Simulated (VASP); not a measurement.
Write the native input for VASP 6.6.1 that does the following.

```
Task                   : single point
Functional             : LDA
Potentials or basis    : VASP PAW LDA potentials, release 64 (Co)
Cutoff                 : 520 eV
k mesh                 : 12 × 12 × 4
Occupations            : fermi-dirac, width 0.05 eV
Spin                   : collinear spin, ferromagnetic start
Starting moments       : [2.0, 2.0, 2.0, 2.0] μB
Dipole correction      : no
Further INCAR settings : ALGO = Fast; EDIFF = 1e-07; NBANDS = 30
```

The structure of Co lies in POSCAR:

```
Co
1.0
    2.4539803297      0.0000000000      0.0000000000
   -1.2269901649      2.1252093060      0.0000000000
    0.0000000000      0.0000000000      8.0339487160
Co
4
Direct
    0.6666666667      0.3333333333      0.7500000000
    0.0000000000      0.0000000000      0.5000000000
    0.3333333333      0.6666666667      0.2500000000
    0.0000000000      0.0000000000      0.0000000000
```

This cell differs from its parent crystal: volume scaled by 0.98.

The input as run:

INCAR

```
ALGO = Fast
EDIFF = 1E-7
ENCUT = 520
GGA = CA
ISIF = 2
ISMEAR = -1
ISPIN = 2
LASPH = T
LCHARG = F
LMAXMIX = 4
LORBIT = 11
LREAL = F
LWAVE = F
MAGMOM = 2 2 2 2
NBANDS = 30
NELM = 150
PREC = Accurate
SIGMA = 0.05
```

KPOINTS

```
k-points
0
Gamma
  12 12 4
```

Potentials or basis: VASP PAW LDA potentials, release 64 (Co).

The run is started by

```sh
$ cat potpaw_LDA.64/Co/POTCAR > POTCAR
$ mpirun -np 1 vasp_std > vasp.out
```

It gave:

```json
{
 "Pressure": "-11.8 GPa",
 "Net moment": "6.09 μB per cell",
 "Site moments": "Co +1.53, +1.51 μB",
 "Valence electrons inside the program's atomic spheres": "Co 8.35"
}
```

It took 2.3 min on 1 thread of Intel(R) Xeon(R) Platinum 8488C (Sapphire Rapids), on a shared host, peak memory 0.2 GiB.
